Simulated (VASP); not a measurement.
# CoO in VASP: further runs

The runs below take CoO through relaxation of cell and atoms, single point, with BLYP, PBE, PBEsol-based global hybrid with 25 % exact exchange, PBEsol-based screened hybrid with 25 % exact exchange.

All numbers are computed with VASP 6.6.1; they aren't measurements. Logs are shortened: lines on timing, memory, paths and dates and some standing lists are left out, and cuts for length are marked.

### Step 1. The cell of the first run

It takes space group Fm-3m (No. 225, cubic). Conventional cell: a = 4.263 Å, b = 4.263 Å, c = 4.263 Å, α = 90.00°, β = 90.00°, γ = 90.00°. Within 2.8 Å of Co (site symmetry m-3m) lie 6 O at 2.13 Å. Within 2.8 Å of O (site symmetry m-3m) lie 6 Co at 2.13 Å.

### Step 2. Relaxation of cell and atoms, BLYP, collinear spin, ferromagnetic start

INCAR

```
SYSTEM = CoO
  PREC = Accurate
  ENCUT = 600
  EDIFF = 1E-6
  ISMEAR = -1
  SIGMA = 0.05
  LREAL = .FALSE.
  LASPH = .TRUE.
  NELM = 150
  ALGO = Normal
  ISIF = 3
  LWAVE = .FALSE.
  LCHARG = .FALSE.
  ISPIN = 2
  MAGMOM = 2 0
  LORBIT = 11
  LMAXMIX = 4
  GGA = B5
  ALDAX = 1.0
  AGGAX = 1.0
  AGGAC = 1.0
  ALDAC = 0.0
  IBRION = 2
  NSW = 60
  EDIFFG = -0.01
```

KPOINTS

```
Automatic mesh
0
G
  11 11 11
  0 0 0
```

POSCAR

```
CoO
1.0
    0.0000000000      2.1315016600      2.1315016600
    2.1315016600      0.0000000000      2.1315016600
    2.1315016600      2.1315016600      0.0000000000
Co O
1 1
Direct
    0.0000000000      0.0000000000      0.0000000000
    0.5000000000      0.5000000000      0.5000000000
```

Potentials or basis: VASP PAW PBE potentials, release 64 (Co, O).

The run is started by

```console
cat potpaw_PBE.64/Co/POTCAR potpaw_PBE.64/O/POTCAR > POTCAR
mpirun -np 1 vasp_std > vasp.out
```

OUTCAR:

```text
SYSTEM = CoO
   PREC = Accurate
   ENCUT = 600
   EDIFF = 1E-6
   ISMEAR = -1
   LREAL = .FALSE.
   LASPH = .TRUE.
   NELM = 150
   ISIF = 3
   ISPIN = 2
   LORBIT = 11
   GGA = B5
   IBRION = 2
   NSW = 60
   EDIFFG = -0.01

 ion  position               nearest neighbor table
   1  0.000  0.000  0.000-   2 2.13   2 2.13   2 2.13   2 2.13   2 2.13   2 2.13
   2  0.500  0.500  0.500-   1 2.13   1 2.13   1 2.13   1 2.13   1 2.13   1 2.13

  LATTYP: Found a face centered cubic cell.
 ALAT       =     4.2630033200

  Lattice vectors:

 A1 = (   0.0000000000,   2.1315016600,   2.1315016600)
 A2 = (   2.1315016600,   0.0000000000,   2.1315016600)
 A3 = (   2.1315016600,   2.1315016600,   0.0000000000)

Analysis of symmetry for initial positions (statically):
=====================================================================
 Subroutine PRICEL returns:
 Original cell was already a primitive cell.

 Routine SETGRP: Setting up the symmetry group for a
 face centered cubic supercell.

 Subroutine GETGRP returns: Found 48 space group operations
 (whereof 48 operations were pure point group operations)
 out of a pool of 48 trial point group operations.

The static configuration has the point symmetry O_h .

Analysis of symmetry for dynamics (positions and initial velocities):
=====================================================================
 Subroutine PRICEL returns:
 Original cell was already a primitive cell.

 Routine SETGRP: Setting up the symmetry group for a
 face centered cubic supercell.

 Subroutine GETGRP returns: Found 48 space group operations
 (whereof 48 operations were pure point group operations)
 out of a pool of 48 trial point group operations.

The dynamic configuration has the point symmetry O_h .

Analysis of structural, dynamic, and magnetic symmetry:
=====================================================================
 Subroutine PRICEL returns:
 Original cell was already a primitive cell.

 Routine SETGRP: Setting up the symmetry group for a
 face centered cubic supercell.

 Subroutine GETGRP returns: Found 48 space group operations
 (whereof 48 operations were pure point group operations)
 out of a pool of 48 trial point group operations.

The overall configuration has the point symmetry O_h .

 Subroutine INISYM returns: Found 48 space group operations
 (whereof 48 operations are pure point group operations),
 and found     1 'primitive' translations

----------------------------------------------------------------------------------------

[... 120 lines left out ...]
   IVDW    =     0    specifies the selected vdW correction
   LEPSILON=     F    determine dielectric tensor
   LRPA    =     F    only Hartree local field effects (RPA)
 conjugate gradient relaxation of ions
 spin polarized calculation
  energy-cutoff  :      600.00
  volume of cell :       19.37
 maximum number of plane-waves:       660
   NGX = 13   NGY = 13   NGZ = 13

--------------------------------------- Ionic step        1  -------------------------------------------

 number of electron      15.0000007 magnetization       2.7737009

 Free energy of the ion-electron system (eV)
  ---------------------------------------------------
  ext. energy  EPLUGINS =         0.00000000
  ---------------------------------------------------
  free energy    TOTEN  =       -12.11958283 eV

  energy without entropy =      -12.08149375  energy(sigma->0) =      -12.10053829

------------------------ aborting loop because EDIFF is reached ----------------------------------------

  FORCE on cell =-STRESS in cart. coord.  units (eV):
  Direction    XX          YY          ZZ          XY          YZ          ZX
  --------------------------------------------------------------------------------------
  -------------------------------------------------------------------------------------
  Total        0.4979337      0.4979337      0.4979337      0.0000000     -0.0000000      0.0000000
  in kB       41.1903079     41.1903079     41.1903079      0.0000000     -0.0000000      0.0000000
  external PRESSURE =      41.1903079 kB  Pullay stress =       0.0000000 kB
[... 59 lines left out ...]
--------------------------------------- Ionic step        3  -------------------------------------------

 number of electron      15.0000006 magnetization       2.8463191

 Free energy of the ion-electron system (eV)
  ---------------------------------------------------
  ext. energy  EPLUGINS =         0.00000000
  ---------------------------------------------------
  free energy    TOTEN  =       -12.12593688 eV

  energy without entropy =      -12.08818833  energy(sigma->0) =      -12.10706260

 E-fermi :   7.8022     XC(G=0): -11.6746

 val. band max:        7.7962543704   @ k =  -0.1818   0.2727   0.0909
 cond. band min:       7.8070626281   @ k =  -0.2727   0.1818   0.0000
 fundamental gap:      0.0108082577
 Fermi energy:         7.8022047670

 spin component 1

 k-point     1 :       0.0000    0.0000    0.0000
  band No.  band energies     occupation
      1     -11.9726      1.00000
      2       4.7636      1.00000
      3       4.7636      1.00000
      4       4.8440      1.00000
      5       4.8440      1.00000
      6       4.8440      1.00000
      7       4.9224      1.00000
      8       4.9224      1.00000
      9       4.9224      1.00000
     10       9.0102      0.00000
     11      25.3332      0.00000
     12      26.1246      0.00000
[... 333 lines left out ...]
      1     -11.2853      1.00000
      2       1.5300      1.00000
      3       2.5113      1.00000
      4       3.1313      1.00000
      5       5.2267      1.00000
      6       5.2597      1.00000
      7       5.9649      1.00000
      8       5.9846      1.00000
      9       7.5927      0.98507
     10      12.5837      0.00000
     11      19.6899      0.00000
     12      20.4045      0.00000

 [... further k-points ...]

 spin component 2

 k-point     1 :       0.0000    0.0000    0.0000
  band No.  band energies     occupation
      1     -11.4922      1.00000
      2       5.3767      1.00000
      3       5.3767      1.00000
      4       5.3767      1.00000
      5       6.7750      1.00000
      6       6.7751      1.00000
      7       6.7752      1.00000
      8       7.9293      0.07301
      9       7.9294      0.07281
     10       9.5086      0.00000
     11      25.2895      0.00000
     12      26.5730      0.00000
[... 374 lines left out ...]
  FREE ENERGIE OF THE ION-ELECTRON SYSTEM (eV)
  ---------------------------------------------------
  free  energy   TOTEN  =       -12.1259368774 eV

  energy  without entropy=      -12.0881883274  energy(sigma->0) =      -12.10706260

 reached required accuracy - stopping structural energy minimisation

 total charge

# of ion       s       p       d       tot
------------------------------------------
    1        0.280   0.329   7.159   7.768
    2        1.546   3.430   0.000   4.977
--------------------------------------------------
tot          1.826   3.760   7.159  12.745

 magnetization (x)

# of ion       s       p       d       tot
------------------------------------------
    1        0.018   0.015   2.472   2.505
    2        0.028   0.261   0.000   0.289
--------------------------------------------------
tot          0.046   0.276   2.472   2.794
```

OSZICAR:

```text
N       E                     dE             d eps       ncg     rms          rms(c)
DAV:   1     0.977494283204E+02    0.97749E+02   -0.79012E+03  2704   0.160E+03
DAV:   2    -0.679822439823E+01   -0.10455E+03   -0.92704E+02  2788   0.303E+02
[... 27 lines left out ...]
DAV:   2    -0.121267836311E+02    0.10623E-01   -0.30647E-02  3084   0.314E+00    0.423E-01
DAV:   3    -0.121262487380E+02    0.53489E-03   -0.24513E-03  3464   0.889E-01    0.339E-01
DAV:   4    -0.121260557331E+02    0.19300E-03   -0.49015E-04  3808   0.550E-01    0.100E-01
DAV:   5    -0.121259433259E+02    0.11241E-03   -0.12173E-04  3184   0.151E-01    0.325E-02
DAV:   6    -0.121259376697E+02    0.56562E-05   -0.69815E-06  2768   0.344E-02    0.130E-02
DAV:   7    -0.121259368774E+02    0.79227E-06   -0.41008E-07  1596   0.164E-02
   3 F= -.12125937E+02 E0= -.12107063E+02  d E =-.635405E-02  mag=     2.8464
```

CONTCAR:

```text
CoO
   1.00000000000000
    -0.0000000000000000    2.1497827173117634    2.1497827173117634
     2.1497827173117634    0.0000000000000000    2.1497827173117634
     2.1497827173117634    2.1497827173117634    0.0000000000000000
  Co              O
     1     1
Direct
     0.0000000000000000    0.0000000000000000    0.0000000000000000
     0.5000000000000000    0.5000000000000000    0.5000000000000000

  0.00000000E+00  0.00000000E+00  0.00000000E+00
  0.00000000E+00  0.00000000E+00  0.00000000E+00
```

It took 97 s on 1 thread of Intel Xeon 8259CL, shared host; peak memory 0.17 GiB.

What came out:

```yaml
Free_energy: -12.1259 eV
Relaxed_volume: 9.94 Å³/atom
Relaxed_cell: a = 3.040 Å, b = 3.040 Å, c = 3.040 Å, α = 60.00°, β = 60.00°, γ = 60.00°
Space_group_after_relaxing_to_0.1_Å: Fm-3m (No. 225)
Energy_gained_by_relaxing: 3.2 meV/atom
Ionic_steps: 3
Pressure_after_relaxing: 0.0 GPa
Net_moment: 2.85 μB per cell
Site_moments: Co +2.50; O +0.29 μB
Valence_electrons_inside_the_program's_atomic_spheres: Co 7.77; O 4.98
```

The path:
```csv
step,energy change (eV),largest force (eV/Å),pressure (GPa),volume (Å³)
1,0.0000,0.0000,4.12,19.37
2,-0.0054,0.0000,-1.58,20.07
3,-0.0064,0.0000,-0.03,19.87
```

Final structure:
```
Co O
1.0
     0.00000    2.14978    2.14978
     2.14978    0.00000    2.14978
     2.14978    2.14978    0.00000
Co O
1 1
Direct
  0.00000 0.00000 0.00000
  0.50000 0.50000 0.50000
```

Caveat: the PAW data sets were made with another functional, which shifts forces and pressure a little; a cell with one magnetic atom can't hold antiferromagnetic order, which such compounds often take; semilocal functionals often make such compounds metallic where correlation or magnetic order opens a gap, which also shifts bond lengths. With open d or f shells a metallic result of BLYP can be an artefact of self-interaction; +U or a hybrid may open a gap.

### Step 3. Single point, PBE, collinear spin, ferromagnetic start (atoms moved at random)

INCAR

```
SYSTEM = CoO
PREC = Accurate ; ENCUT = 520
EDIFF = 1E-6 ; ISMEAR = -1
SIGMA = 0.05 ; LREAL = .False.
LASPH = .True. ; NELM = 150
ALGO = Normal ; ISIF = 2
LWAVE = .False. ; LCHARG = .True.
ISPIN = 2 ; MAGMOM = 2 0
LORBIT = 11 ; LMAXMIX = 4
GGA = PE ; LELF = .True.
LVHAR = .True. ; NBANDS = 18
LUSENCCL = .False.
```

KPOINTS

```
Automatic mesh
0
Gamma
  11 11 11
  0 0 0
```

POSCAR

```
CoO
1.0
    0.0000000000      2.1315016600      2.1315016600
    2.1315016600      0.0000000000      2.1315016600
    2.1315016600      2.1315016600      0.0000000000
Co O
1 1
Direct
   -0.0073950000      0.0082970000      0.0150690000
    0.4971250000      0.5171570000      0.4953140000
```

Potentials or basis: VASP PAW PBE potentials, release 64 (Co, O).

The run is started by

```console
cat potpaw_PBE.64/Co/POTCAR potpaw_PBE.64/O/POTCAR > POTCAR
mpirun -np 1 vasp_std > vasp.out
```

It took 10 min on 1 × NVIDIA H100 80GB with 1 thread of AMD EPYC 7R13 (Zen 3), shared host; peak memory 1.5 GiB.

It converged, with:

* Free energy: -13.0610 eV
* Pressure: -2.4 GPa
* Largest force: 0.056 eV/Å
* Net moment: 2.90 μB per cell
* Site moments: Co +2.56; O +0.30 μB
* Valence electrons inside the program's atomic spheres: Co 7.79; O 4.98

Forces on the atoms (eV/Å):
```
Co  -0.026 -0.037  0.032
O    0.026  0.037 -0.032
```

Stress tensor (GPa, compression positive):
```
-2.41 -0.07  0.06
-0.07 -2.31  0.09
 0.06  0.09 -2.35
```

Levels at points of the mesh, in eV from the Fermi level:
Spin up:
```tsv
k point	band 6	band 7	band 8	band 9	band 10	band 11	band 12	band 13
(0.00, 0.00, 0.00)	-3.08	-2.89	-2.88	-2.85	0.99	16.84	18.12	18.12
```
Spin down:
```csv
k point,band 4,band 5,band 6,band 7,band 8,band 9
"(0.00, 0.00, 0.00)",-2.58,-1.08,-1.08,-1.04,0.09,0.10
```

Caveat: the cell differs from its parent crystal (atoms moved at random); a cell with one magnetic atom can't hold antiferromagnetic order, which such compounds often take; semilocal functionals often make such compounds metallic where correlation or magnetic order opens a gap, which also shifts bond lengths.

(Continued in part 2 of 2.)
